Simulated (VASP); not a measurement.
# BP (F-43m) in VASP: relaxation of cell and atoms with PBE

Aim: the relaxation of cell and atoms of BP with PBE.

Program: VASP 6.6.1. These are calculated values, not measurements. Logs are shortened: lines on timing, memory, paths and dates and some standing lists are left out, and cuts for length are marked.

## 1. The cell of the first run

It takes space group F-43m (No. 216, cubic). Conventional cell: a = 4.548 Å, b = 4.548 Å, c = 4.548 Å, α = 90.00°, β = 90.00°, γ = 90.00°. Within 2.6 Å of B (site symmetry -43m) lie 4 P at 1.97 Å. Within 2.6 Å of P (site symmetry -43m) lie 4 B at 1.97 Å.

## 2. Relaxation of cell and atoms, PBE

Input file INCAR:

```
PREC = Accurate
ENCUT = 500
EDIFF = 1E-7
ISMEAR = 0
SIGMA = 0.01
LREAL = False
LASPH = True
NELM = 120
ALGO = Normal
ISIF = 3
LWAVE = False
LCHARG = False
GGA = PE
IBRION = 2
NSW = 80
EDIFFG = -0.001
GGA_COMPAT = False
NELMIN = 4
```

Input file KPOINTS:

```
regular mesh
0
Gamma
  10 10 10
```

Input file POSCAR:

```
BP
1.0
    0.0000000000      2.2741519252      2.2741519252
    2.2741519252      0.0000000000      2.2741519252
    2.2741519252      2.2741519252      0.0000000000
B P
1 1
Direct
    0.0000000000      0.0000000000      0.0000000000
    0.2500000000      0.2500000000      0.2500000000
```

Potentials or basis: VASP PAW PBE potentials, release 64 (B, P).

Launch:

```bash
> cat potpaw_PBE.64/B/POTCAR potpaw_PBE.64/P/POTCAR > POTCAR
> mpirun -np 1 vasp_std > vasp.out
```

OUTCAR:

```text
PREC = Accurate
   ENCUT = 500
   EDIFF = 1E-7
   ISMEAR = 0
   LREAL = False
   LASPH = True
   NELM = 120
   ISIF = 3
   GGA = PE
   IBRION = 2
   NSW = 80
   EDIFFG = -0.001
   NELMIN = 4

 ion  position               nearest neighbor table
   1  0.000  0.000  0.000-   2 1.97   2 1.97   2 1.97   2 1.97
   2  0.250  0.250  0.250-   1 1.97   1 1.97   1 1.97   1 1.97

  LATTYP: Found a face centered cubic cell.
 ALAT       =     4.5483038504

  Lattice vectors:

 A1 = (   0.0000000000,   2.2741519252,   2.2741519252)
 A2 = (   2.2741519252,   0.0000000000,   2.2741519252)
 A3 = (   2.2741519252,   2.2741519252,   0.0000000000)

Analysis of symmetry for initial positions (statically):
=====================================================================
 Subroutine PRICEL returns:
 Original cell was already a primitive cell.

 Routine SETGRP: Setting up the symmetry group for a
 face centered cubic supercell.

 Subroutine GETGRP returns: Found 24 space group operations
 (whereof 24 operations were pure point group operations)
 out of a pool of 48 trial point group operations.

The static configuration has the point symmetry T_d .

Analysis of symmetry for dynamics (positions and initial velocities):
=====================================================================
 Subroutine PRICEL returns:
 Original cell was already a primitive cell.

 Routine SETGRP: Setting up the symmetry group for a
 face centered cubic supercell.

 Subroutine GETGRP returns: Found 24 space group operations
 (whereof 24 operations were pure point group operations)
 out of a pool of 48 trial point group operations.

The dynamic configuration has the point symmetry T_d .

 Subroutine INISYM returns: Found 24 space group operations
 (whereof 24 operations are pure point group operations),
 and found     1 'primitive' translations

----------------------------------------------------------------------------------------

                                     Primitive cell

  volume of cell :      23.5228

  direct lattice vectors                    reciprocal lattice vectors
     0.000000000  2.274151925  2.274151925    -0.219862180  0.219862180  0.219862180
     2.274151925  0.000000000  2.274151925     0.219862180 -0.219862180  0.219862180
     2.274151925  2.274151925  0.000000000     0.219862180  0.219862180 -0.219862180

  length of vectors
     3.216136496  3.216136496  3.216136496     0.380812466  0.380812466  0.380812466

[... 95 lines left out ...]
   ISMEAR =     0;   SIGMA  =   0.01  broadening in eV -4-tet -1-fermi 0-gaus
   EFERMI_NEDOS =   21; number of points for ismear=-14 and -15
   IALGO  =     38    algorithm
   IMIX   =      4    mixing-type and parameters
     AMIX     =   0.40;   BMIX     =  1.00
     AMIX_MAG =   1.60;   BMIX_MAG =  1.00
  volume/ion in A,a.u.               =      11.76        79.37
  Fermi-wavevector in a.u.,A,eV,Ry     =   1.142726  2.159439 17.766789  1.305822
  Thomas-Fermi vector in A             =   2.279423
   LORBIT       =      0    0 simple, 1 ext, 2 COOP (PROOUT), +10 PAW based schemes
   GGA     = PE    functional components
   LHFCALC =     F    Hartree Fock is set to
   AEXX    =    0.0000 exact exchange contribution
   IVDW    =     0    specifies the selected vdW correction
   LEPSILON=     F    determine dielectric tensor
   LRPA    =     F    only Hartree local field effects (RPA)
 conjugate gradient relaxation of ions
 non-spin polarized calculation
 Gauss-broadening in eV      SIGMA  =   0.01
  energy-cutoff  :      500.00
  volume of cell :       23.52
 maximum number of plane-waves:       610
   NGX = 11   NGY = 11   NGZ = 11

--------------------------------------- Ionic step        1  -------------------------------------------

 number of electron       8.0000000 magnetization

 Free energy of the ion-electron system (eV)
  ---------------------------------------------------
  ext. energy  EPLUGINS =         0.00000000
  ---------------------------------------------------
  free energy    TOTEN  =       -12.93057470 eV

  energy without entropy =      -12.93057470  energy(sigma->0) =      -12.93057470

------------------------ aborting loop because EDIFF is reached ----------------------------------------

  FORCE on cell =-STRESS in cart. coord.  units (eV):
  Direction    XX          YY          ZZ          XY          YZ          ZX
  --------------------------------------------------------------------------------------
  -------------------------------------------------------------------------------------
  Total       -0.0299859     -0.0299859     -0.0299859      0.0000000      0.0000000     -0.0000000
  in kB       -2.0423950     -2.0423950     -2.0423950      0.0000000      0.0000000     -0.0000000
  external PRESSURE =      -2.0423950 kB  Pullay stress =       0.0000000 kB
[... 59 lines left out ...]
--------------------------------------- Ionic step        3  -------------------------------------------

 number of electron       8.0000000 magnetization

 Free energy of the ion-electron system (eV)
  ---------------------------------------------------
  ext. energy  EPLUGINS =         0.00000000
  ---------------------------------------------------
  free energy    TOTEN  =       -12.93059468 eV

  energy without entropy =      -12.93059468  energy(sigma->0) =      -12.93059468

 E-fermi :   7.4148     XC(G=0): -10.8836

 val. band max:        7.3679806631   @ k =   0.0000   0.0000   0.0000
 cond. band min:       8.6148147074   @ k =   0.4000   0.4000   0.0000
 fundamental gap:      1.2468340443
 Fermi energy:         7.4147736164

 k-point     1 :       0.0000    0.0000    0.0000
  band No.  band energies     occupation
      1      -8.0435      2.00000
      2       7.3680      2.00000
      3       7.3680      2.00000
      4       7.3680      2.00000
      5      10.7607      0.00000
      6      10.7607      0.00000
      7      10.7607      0.00000
      8      14.6588      0.00000
[... 243 lines left out ...]
 k-point    24 :       0.4000    0.3000    0.0000
  band No.  band energies     occupation
      1      -5.1184      2.00000
      2       1.2198      2.00000
      3       3.3401      2.00000
      4       3.8700      2.00000
      5       9.1839      0.00000
      6      10.9928      0.00000
      7      16.8071      0.00000
      8      16.8210      0.00000

 [... further k-points ...]

------------------------ aborting loop because EDIFF is reached ----------------------------------------

  FORCE on cell =-STRESS in cart. coord.  units (eV):
  Direction    XX          YY          ZZ          XY          YZ          ZX
  --------------------------------------------------------------------------------------
  -------------------------------------------------------------------------------------
  Total        0.0012432      0.0012432      0.0012432     -0.0000000     -0.0000000     -0.0000000
  in kB        0.0847881      0.0847881      0.0847881     -0.0000000     -0.0000000     -0.0000000
  external PRESSURE =       0.0847881 kB  Pullay stress =       0.0000000 kB
[... 17 lines left out ...]
  FREE ENERGIE OF THE ION-ELECTRON SYSTEM (eV)
  ---------------------------------------------------
  free  energy   TOTEN  =       -12.9305946770 eV

  energy  without entropy=      -12.9305946770  energy(sigma->0) =      -12.93059468

 reached required accuracy - stopping structural energy minimisation
```

CONTCAR:

```text
BP
   1.00000000000000
     0.0000000000000000    2.2731575830252546    2.2731575830252546
     2.2731575830252546    0.0000000000000000    2.2731575830252546
     2.2731575830252546    2.2731575830252546    0.0000000000000000
  B               P
     1     1
Direct
     0.0000000000000000    0.0000000000000000    0.0000000000000000
     0.2500000000000000    0.2500000000000000    0.2500000000000000

  0.00000000E+00  0.00000000E+00  0.00000000E+00
  0.00000000E+00  0.00000000E+00  0.00000000E+00
```

Run time: 6.4 s. Hardware: 1 thread of Intel Xeon 6975P-C (Granite Rapids), shared host; peak memory 0.13 GiB.

Results:

```yaml
Free_energy: -12.9306 eV
Relaxed_volume: 11.75 Å³/atom
Relaxed_cell: a = 3.215 Å, b = 3.215 Å, c = 3.215 Å, α = 60.00°, β = 60.00°, γ = 60.00°
Space_group_after_relaxing_to_0.05_Å: F-43m (No. 216)
Energy_gained_by_relaxing: 0.0 meV/atom
Ionic_steps: 3
Pressure_after_relaxing: 0.0 GPa
Band_gap_on_the_k_mesh: 1.25 eV, indirect (least direct gap 3.39 eV)
```

Final structure:
```
B P
1.0
     0.00000    2.27316    2.27316
     2.27316    0.00000    2.27316
     2.27316    2.27316    0.00000
B P
1 1
Direct
  0.00000 0.00000 0.00000
  0.25000 0.25000 0.25000
```

A k mesh can miss the band edges. PBE gaps usually lie below the measured ones, often by a third to a half.
